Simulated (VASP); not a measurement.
The system is BeS.

```
Be S
1.0
     3.46216    0.00000    0.00000
    -1.73108    2.99832    0.00000
     0.00000    0.00000    6.99243
Be S
2 2
Direct
  0.33333 0.66667 0.25000
  0.66667 0.33333 0.75000
  0.66667 0.33333 0.25000
  0.33333 0.66667 0.75000
```

Base run:

- Program: VASP 6.6.1
- Functional: r2SCAN
- Potentials or basis: VASP PAW PBE potentials, release 64 (Be, S)
- Cutoff: 520 eV
- k mesh: 12 × 12 × 4
- Occupations: gaussian, width 0.01 eV
- Spin: no spin polarisation

Its results: band gap on the k mesh 4.45 eV, indirect (least direct gap 4.66 eV); pressure -0.1 GPa.

**Question.** The run is repeated on the same cell with these changes: k mesh from 12 × 12 × 4 to 9 × 9 × 4. What comes out?

**Answer.** Band gap on the k mesh 4.54 eV, indirect (least direct gap 4.76 eV); pressure -0.1 GPa.

Caveats: the PAW data sets were made with another functional, which shifts forces and pressure a little.

A k mesh can miss the band edges.
